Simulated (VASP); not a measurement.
# Si48C47 (a cell with a defect) in VASP: a series of runs, part 2 of 2

VASP 6.6.1. Earlier steps stand in the parts before.

## (3) Single point, r2SCAN

POSCAR reads:

```
Si48C47
1.0
    9.2342040000      0.0000000000      0.0000000000
    0.0000000000     10.6627400000      0.0000000000
    0.0000000000      0.0000000000     10.0759470000
Si C
48 47
Direct
    0.0003820000      0.9998360000      0.5004660000
    0.3337620000      0.9993050000      0.5007770000
    0.1657170000      0.2495720000      0.5013900000
    0.9997360000      0.5019130000      0.5010660000
    0.6664450000      0.9995020000      0.5007370000
    0.5004250000      0.2409120000      0.5037320000
    0.3243810000      0.5051360000      0.5034810000
    0.1659370000      0.7506830000      0.5006820000
    0.8350100000      0.2490930000      0.5011230000
    0.6761320000      0.5045920000      0.5032810000
    0.5001760000      0.7516050000      0.5011850000
    0.8342310000      0.7510160000      0.5007630000
    0.0002850000      0.1662840000      0.2496660000
    0.3321420000      0.1664240000      0.2491540000
    0.1656790000      0.4163080000      0.2490040000
    0.0000950000      0.6673070000      0.2494730000
    0.6682640000      0.1663820000      0.2490090000
    0.5001300000      0.4170850000      0.2380920000
    0.3335950000      0.6685190000      0.2490590000
    0.1667400000      0.9170080000      0.2494670000
    0.8347710000      0.4159370000      0.2486870000
    0.6667350000      0.6685020000      0.2490390000
    0.5001490000      0.9175050000      0.2496480000
    0.8335480000      0.9171700000      0.2495000000
    0.1662810000      0.0833120000      0.7506570000
    0.0000420000      0.3332570000      0.7507360000
    0.5000590000      0.0824730000      0.7505010000
    0.3321190000      0.3329740000      0.7507760000
    0.1657440000      0.5844200000      0.7502540000
    0.0000630000      0.8338650000      0.7505350000
    0.8338750000      0.0832490000      0.7505530000
    0.6680990000      0.3328690000      0.7507800000
    0.5000100000      0.5850760000      0.7506530000
    0.3332430000      0.8340290000      0.7506260000
    0.8342110000      0.5844690000      0.7504320000
    0.6667630000      0.8340700000      0.7506640000
    0.0000780000      0.0001000000      0.9999630000
    0.3329390000      0.0004380000      0.9999230000
    0.1662050000      0.2498000000      0.9998060000
    0.0000820000      0.4998290000      0.9996840000
    0.6672230000      0.0004230000      0.9998720000
    0.5001120000      0.2506230000      0.9986290000
    0.3336090000      0.5002080000      0.9983850000
    0.1667900000      0.7507810000      0.9997500000
    0.8340140000      0.2497000000      0.9996490000
    0.6663610000      0.5001870000      0.9986850000
    0.5000730000      0.7511920000      0.9997500000
    0.8333200000      0.7508530000      0.9999440000
    0.0002310000      0.0000890000      0.1874110000
    0.3335860000      0.0005300000      0.1874250000
    0.1666980000      0.2503210000      0.1874390000
    0.0003370000      0.5004490000      0.1873010000
    0.6667870000      0.0004550000      0.1873480000
    0.5002610000      0.2500980000      0.1893290000
    0.3331590000      0.5006330000      0.1891620000
    0.1668990000      0.7502010000      0.1873030000
    0.8338640000      0.2500700000      0.1871430000
    0.6673610000      0.5006120000      0.1893560000
    0.5001930000      0.7506970000      0.1872950000
    0.8334850000      0.7502860000      0.1874470000
    0.0000530000      0.0000650000      0.6873990000
    0.3332900000      0.0006900000      0.6875310000
    0.1664690000      0.2501710000      0.6877300000
    0.9998930000      0.5000790000      0.6875040000
    0.6666640000      0.0007160000      0.6874830000
    0.5000510000      0.2519700000      0.6871940000
    0.3349660000      0.4994650000      0.6870610000
    0.1668920000      0.7502400000      0.6874100000
    0.8336010000      0.2501130000      0.6875850000
    0.6650960000      0.4993620000      0.6870090000
    0.4999830000      0.7506920000      0.6876630000
    0.8330030000      0.7502570000      0.6875090000
    0.0006440000      0.1665540000      0.4379030000
    0.3332450000      0.1686560000      0.4373150000
    0.1678790000      0.4164110000      0.4375930000
    0.0000130000      0.6670720000      0.4378250000
    0.6673240000      0.1686610000      0.4371250000
    0.3353510000      0.6664660000      0.4372060000
    0.1674840000      0.9167600000      0.4377160000
    0.8330610000      0.4150430000      0.4367290000
    0.6651020000      0.6663910000      0.4372420000
    0.5001850000      0.9172780000      0.4378770000
    0.8329690000      0.9175040000      0.4377080000
    0.1666190000      0.0836000000      0.9381770000
    0.0001010000      0.3335980000      0.9380950000
    0.5000800000      0.0841770000      0.9385110000
    0.3333580000      0.3336380000      0.9382500000
    0.1670580000      0.5834830000      0.9380310000
    0.0000630000      0.8333960000      0.9380820000
    0.8335580000      0.0835230000      0.9380280000
    0.6668720000      0.3336550000      0.9382430000
    0.5000740000      0.5838110000      0.9381480000
    0.3334130000      0.8339050000      0.9381200000
    0.8330390000      0.5834720000      0.9386270000
    0.6667160000      0.8338810000      0.9381350000
```

INCAR.step1 reads:

```
SYSTEM = Si48C47
ALGO     = Normal         ! electronic algorithm
EDIFF    = 1E-5           ! SCF threshold, eV
ENCUT    = 580            ! plane-wave cutoff, eV
GGA      = PE             ! functional
GGA_COMPAT= .False.      
ISMEAR   = -1             ! smearing method
ISYM     = -1           
LASPH    = .True.         ! aspherical terms in the spheres
LCHARG   = .False.        ! write CHGCAR
LREAL    = Auto         
LWAVE    = .True.         ! write WAVECAR
NBANDS   = 243            ! bands
NELECT   = 378.0        
NELM     = 120            ! most SCF steps
PREC     = Accurate       ! precision mode
SIGMA    = 0.05           ! smearing width, eV
```

INCAR.step2 reads:

```
SYSTEM = Si48C47
ALGO     = Normal         ! electronic algorithm
EDIFF    = 1E-6           ! SCF threshold, eV
ENCUT    = 580            ! plane-wave cutoff, eV
GGA_COMPAT= .False.      
ISIF     = 2              ! what is computed and relaxed
ISMEAR   = -1             ! smearing method
ISTART   = 1            
ISYM     = -1           
LASPH    = .True.         ! aspherical terms in the spheres
LCHARG   = .True.         ! write CHGCAR
LELF     = .True.         ! ELF
LMIXTAU  = .True.       
LREAL    = Auto         
LVHAR    = .True.       
LWAVE    = .False.        ! write WAVECAR
METAGGA  = R2SCAN         ! meta-GGA
NBANDS   = 243            ! bands
NELECT   = 378.0        
NELM     = 120            ! most SCF steps
PREC     = Accurate       ! precision mode
SIGMA    = 0.05           ! smearing width, eV
```

KPOINTS reads:

```
explicit points
1
Reciprocal
  0.25000000   0.25000000   0.25000000 1
```

Potentials or basis: VASP PAW PBE potentials, release 64 (Si, C).

Run with:

```console
> cat potpaw_PBE.64/Si/POTCAR potpaw_PBE.64/C/POTCAR > POTCAR
> cp INCAR.step1 INCAR
> mpirun -np 1 vasp_std > vasp.out
> cp INCAR.step2 INCAR
> mpirun -np 1 vasp_std > vasp.out
```

OUTCAR:

```text
SYSTEM = Si48C47
   EDIFF = 1E-6
   ENCUT = 580
   ISIF = 2
   ISMEAR = -1
   ISTART = 1
   ISYM = -1
   LASPH = .True.
   LREAL = Auto
   METAGGA = R2SCAN
   NELECT = 378.0
   NELM = 120
   PREC = Accurate

 ion  position               nearest neighbor table
   1  0.000  1.000  0.500-  61 1.88  73 1.89  83 1.89  79 1.89  12 3.06   8 3.07   9 3.07   3 3.07
                             2 3.08  30 3.08  25 3.08  31 3.08   5 3.08  13 3.09  20 3.09  24 3.09
   2  0.334  0.999  0.501-  82 1.88  79 1.88  62 1.88  74 1.92   6 3.00  11 3.06   8 3.07   5 3.07
                            34 3.07  27 3.08   1 3.08  23 3.09   3 3.09  25 3.09  20 3.09  14 3.10
   3  0.166  0.250  0.501-  73 1.88  63 1.88  74 1.89  75 1.89   9 3.05   1 3.07  26 3.07  25 3.07
                            28 3.08   2 3.09  13 3.09   6 3.09   7 3.09   4 3.10  14 3.10  15 3.10
   4  1.000  0.502  0.501-  76 1.87  64 1.88  80 1.91  75 1.91  10 2.99   7 3.00  12 3.06   8 3.06
                            35 3.07  29 3.07  16 3.09  26 3.09   9 3.10   3 3.10  21 3.10  15 3.10
   5  0.666  1.000  0.501-  82 1.88  83 1.88  65 1.88  77 1.91   6 3.00  11 3.06  12 3.07   2 3.07
                            36 3.07  27 3.08   9 3.08   1 3.08  23 3.09  31 3.09  24 3.09  17 3.10
   6  0.500  0.241  0.504-  77 1.85  74 1.85  66 1.85   5 3.00   2 3.00  27 3.01   9 3.09  32 3.09
                             3 3.09  28 3.09  17 3.10  14 3.10
   7  0.324  0.505  0.503-  78 1.85  75 1.85  67 1.85   4 3.00   8 3.00  29 3.01  11 3.09  33 3.09
                             3 3.09  28 3.10  19 3.10  15 3.10
   8  0.166  0.751  0.501-  79 1.88  68 1.88  76 1.88  78 1.91   7 3.00  12 3.06   4 3.06   1 3.07
                             2 3.07  29 3.08  30 3.08  34 3.09  11 3.09  16 3.09  20 3.09  19 3.10
   9  0.835  0.249  0.501-  73 1.88  69 1.88  77 1.88  80 1.88   3 3.05   1 3.07  31 3.07  26 3.07
[... 124 lines left out ...]
  94  0.833  0.583  0.939-  46 1.88  40 1.89  48 1.89  35 1.90
  95  0.667  0.834  0.938-  47 1.88  48 1.88  41 1.88  36 1.89

IMPORTANT INFORMATION: All symmetrisations will be switched off!
NOSYMM: (Re-)initialisation of all symmetry stuff for point group C_1.

----------------------------------------------------------------------------------------

                                     Primitive cell

  volume of cell :     992.0971

  direct lattice vectors                    reciprocal lattice vectors
     9.234204000  0.000000000  0.000000000     0.108293037  0.000000000  0.000000000
[... 264 lines left out ...]
 maximum number of plane-waves:     31483
 NGX is ok and might be reduce to    72
   NGX = 37   NGY = 41   NGZ = 39

 number of electron     378.0000014 magnetization

 Free energy of the ion-electron system (eV)
  ---------------------------------------------------
  ext. energy  EPLUGINS =         0.00000000
  ---------------------------------------------------
  free energy    TOTEN  =      -932.19002806 eV

  energy without entropy =     -932.19002806  energy(sigma->0) =     -932.19002806

 E-fermi :   8.8783     XC(G=0): -11.8725

 val. band max:        7.7808209003   @ k =   0.2500   0.2500   0.2500
 cond. band min:       9.9811497250   @ k =   0.2500   0.2500   0.2500
 fundamental gap:      2.2003288247
 Fermi energy:         8.8783081794

 k-point     1 :       0.2500    0.2500    0.2500
  band No.  band energies     occupation
      1      -7.9881      2.00000
      2      -7.4473      2.00000
      3      -7.3786      2.00000
      4      -7.2467      2.00000
      5      -6.8328      2.00000
      6      -6.7297      2.00000
[... 193 lines left out ...]
    200      12.1373      0.00000
    201      12.2376      0.00000
 [bands above 201 left out]

------------------------ aborting loop because EDIFF is reached ----------------------------------------

  FORCE on cell =-STRESS in cart. coord.  units (eV):
  Direction    XX          YY          ZZ          XY          YZ          ZX
  --------------------------------------------------------------------------------------
  -------------------------------------------------------------------------------------
  Total      -25.9741002    -25.3658745    -25.3402814      1.6511794     -0.0308929      1.0965045
  in kB      -41.9466166    -40.9643685    -40.9230371      2.6665559     -0.0498903      1.7707892
  external PRESSURE =     -41.2780074 kB  Pullay stress =       0.0000000 kB

 VOLUME and BASIS-vectors are now :
 -----------------------------------------------------------------------------
  energy-cutoff  :      580.00
  volume of cell :      992.10
      direct lattice vectors                 reciprocal lattice vectors
     9.234204000  0.000000000  0.000000000     0.108293037  0.000000000  0.000000000
     0.000000000 10.662740000  0.000000000     0.000000000  0.093784524  0.000000000
     0.000000000  0.000000000 10.075947000     0.000000000  0.000000000  0.099246254

 POSITION                                       TOTAL-FORCE (eV/Angst)
 -----------------------------------------------------------------------------------
      0.00353     10.66099      5.04267        -0.000344      0.000315      0.013621
      3.08203     10.65533      5.04580        -0.003423     -0.031836      0.014658
      1.53026      2.66112      5.05198         0.006410     -0.000107      0.006887
      9.23177      5.35177      5.04871         0.008107      0.009799      0.012903
      6.15409     10.65743      5.04540         0.004948     -0.032614      0.015837
      4.62103      2.56878      5.07558         0.002978     -0.163202      0.067547
[... 87 lines left out ...]
      7.69245      6.22141      9.45756        -0.009160     -0.010291     -0.005530
      6.15659      8.89146      9.45260        -0.001708      0.001472      0.003843
 -----------------------------------------------------------------------------------
    total drift:                                0.006237      0.048614      0.064365

  FREE ENERGIE OF THE ION-ELECTRON SYSTEM (eV)
  ---------------------------------------------------
  free  energy   TOTEN  =      -932.1900280599 eV

  energy  without entropy=     -932.1900280586  energy(sigma->0) =     -932.19002806
```

It took 16 min on 1 thread of Intel Xeon 6975P-C (Granite Rapids), shared host; peak memory 1.2 GiB.

Results:

- Free energy: -932.1900 eV
- Largest force: 0.177 eV/Å

Forces on the atoms (eV/Å):
```
Si   0.000  0.000  0.014
Si  -0.003 -0.032  0.015
Si   0.006  0.000  0.007
Si   0.008  0.010  0.013
Si   0.005 -0.033  0.016
Si   0.003 -0.163  0.068
Si  -0.134  0.088  0.071
Si  -0.020  0.027  0.015
Si  -0.002  0.003  0.009
Si   0.122  0.084  0.060
Si   0.003 -0.008  0.006
Si   0.015  0.021  0.011
Si   0.003 -0.006 -0.003
Si   0.004 -0.003 -0.002
Si   0.003 -0.008  0.003
Si   0.004  0.006 -0.002
Si  -0.002  0.000 -0.003
Si   0.008  0.001 -0.154
Si   0.006  0.007 -0.001
Si  -0.006  0.002  0.001
Si  -0.001 -0.007  0.003
Si  -0.006  0.009  0.006
Si   0.000  0.005 -0.001
Si   0.008  0.005  0.004
Si  -0.004 -0.009 -0.001
Si   0.001 -0.003  0.000
Si  -0.001 -0.029  0.006
Si   0.007 -0.002 -0.008
Si  -0.016  0.015  0.007
Si  -0.001  0.004 -0.001
Si   0.003 -0.007 -0.003
Si  -0.010  0.002 -0.012
Si   0.003 -0.003 -0.018
Si   0.005  0.000 -0.003
Si   0.017  0.014  0.006
Si  -0.002  0.000 -0.004
Si   0.003  0.004  0.000
Si   0.001  0.003  0.000
Si  -0.008 -0.007 -0.003
Si   0.003 -0.006 -0.005
Si  -0.001  0.001 -0.001
Si  -0.002 -0.017 -0.032
Si  -0.005  0.005 -0.029
Si  -0.005  0.008  0.001
Si   0.008 -0.007 -0.004
Si   0.009  0.007 -0.036
Si  -0.001  0.009 -0.001
Si   0.007  0.007  0.000
C    0.001  0.001 -0.005
C    0.001  0.008  0.000
C    0.008  0.006 -0.004
C   -0.004 -0.009  0.000
C   -0.003  0.011  0.001
C   -0.001  0.029  0.013
C    0.023 -0.019  0.014
C    0.005 -0.007  0.002
C   -0.008  0.008  0.001
C   -0.028 -0.017  0.010
C   -0.003 -0.010  0.000
C   -0.010 -0.005 -0.001
C    0.002  0.003 -0.003
C    0.009  0.002 -0.010
C    0.009  0.012 -0.009
C   -0.001  0.008 -0.011
C   -0.006  0.000 -0.007
C    0.001  0.013 -0.032
C    0.006 -0.004 -0.032
C   -0.002 -0.008 -0.008
C   -0.003  0.008 -0.009
C   -0.005 -0.005 -0.029
C   -0.001 -0.008 -0.008
C    0.004 -0.004 -0.007
C   -0.012  0.007  0.009
C    0.015  0.027  0.006
C    0.002 -0.013 -0.003
C    0.004 -0.003  0.010
C   -0.017  0.016  0.012
C    0.008 -0.030  0.006
C    0.002  0.002  0.008
C   -0.025  0.027  0.019
C   -0.004 -0.023  0.012
C    0.000 -0.004  0.012
C   -0.001 -0.014  0.006
C    0.000  0.002  0.002
C    0.000  0.000  0.005
C    0.000  0.013 -0.004
C    0.010  0.006 -0.003
C    0.006 -0.007  0.002
C   -0.001 -0.004  0.007
C    0.000  0.005  0.006
C   -0.007  0.002  0.002
C    0.000 -0.010  0.006
C    0.004 -0.001  0.001
C   -0.009 -0.010 -0.006
C   -0.002  0.001  0.004
```

Caveat: the cell carries a net charge on a neutralising background, which shifts energy and pressure; the cell is charged against a uniform background, so pressure and absolute levels hang on convention; the PAW data sets were made with another functional, which shifts forces and pressure a little.
